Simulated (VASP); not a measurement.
TePb:

```
Pb Te
1.0
     0.00000    3.16504    3.16504
     3.16504    0.00000    3.16504
     3.16504    3.16504    0.00000
Pb Te
1 1
Direct
  0.00000 0.00000 0.00000
  0.50000 0.50000 0.50000
```

Base run:

```yaml
Program: VASP 6.6.1
Functional: b88 exchange, pbe correlation
Potentials_or_basis: VASP PAW PBE potentials, release 64 (Pb_d, Te)
Cutoff: 500 eV
k_mesh: 7 × 7 × 7
Occupations: fermi-dirac, width 0.05 eV
Spin: no spin polarisation
```

Its results: pressure 5.2 GPa.

Task: The run is repeated on the same cell with these changes: functional from b88 exchange, pbe correlation to revpbe exchange, lda correlation; occupations from fermi-dirac, width 0.05 eV to gaussian, width 0.01 eV. What comes out?

Result: Pressure 12.4 GPa.

Caveats: the cell stands under pressure; the PAW data sets were made with another functional, which shifts forces and pressure a little.
